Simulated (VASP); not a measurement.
Input of a VASP 6.6.1 run:

INCAR

```
PREC = Accurate ; ENCUT = 520
EDIFF = 1E-6 ; ISMEAR = -1
SIGMA = 0.05 ; LREAL = F
LASPH = T ; NELM = 60
ALGO = Fast ; ISIF = 2
LWAVE = F ; LCHARG = T
GGA = CA ; LELF = T
LVHAR = T ; NBANDS = 9
```

Contents of KPOINTS:

```
regular mesh
0
Gamma
  13 13 8
```

Contents of POSCAR:

```
Be
1.0
    2.2699619540      0.0000000000      0.0000000000
   -1.1349809770      1.9658447178      0.0000000000
    0.0000000000      0.0000000000      3.5601442416
Be
2
Direct
    0.6666666667      0.3333333333      0.7500000000
    0.3333333333      0.6666666667      0.2500000000
```

Potentials or basis: VASP PAW LDA potentials, release 64 (Be).

Run with:

```bash
$ cat potpaw_LDA.64/Be/POTCAR > POTCAR
$ mpirun -np 1 vasp_std > vasp.out
```

Task: Predict the pressure.

Result: -5.6 GPa.

Task: Estimate the band gap on the k mesh.

Result: Zero (bands 2 and 3 overlap by 1.60 eV).

Stress tensor (GPa, compression positive):
```
-5.37  0.00  0.00
 0.00 -5.37  0.00
 0.00  0.00 -6.20
```

Caveat: the cell stands under tension.
